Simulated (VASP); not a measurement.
Runs of VASP 6.6.1 on ZnSe (Stilleite). The structure is that of space group F-43m (No. 216), or close to it. The cells are those of the table. 

```csv
cell,gap on the mesh (eV),pressure (GPa)
"a = 3.869 Å, angles 60.0°, 2 atoms",1.60,7.4
"a = 3.974 Å, angles 60.0°, 2 atoms",(a),0.8
"a = 3.905 Å, angles 60.0°, 2 atoms",1.49,4.8
"a = 4.073 Å, angles 60.0°, 2 atoms",(b),-3.5
"a = 4.105 Å, angles 60.0°, 2 atoms",0.89,-4.6
```

Alike in all rows: task single point; level PBEsol; potentials or basis VASP PAW PBE potentials, release 64 (Zn, Se); no spin polarisation; k mesh 6 × 6 × 6; cutoff (eV) 520; smearing gaussian 0.01 eV.

Q: Fill in the values left out.

A: (a) 1.27; (b) 0.98.

Caveats: the PAW data sets were made with another functional, which shifts forces and pressure a little.

A k mesh can miss the band edges, and the runs leave out spin-orbit coupling on Se.
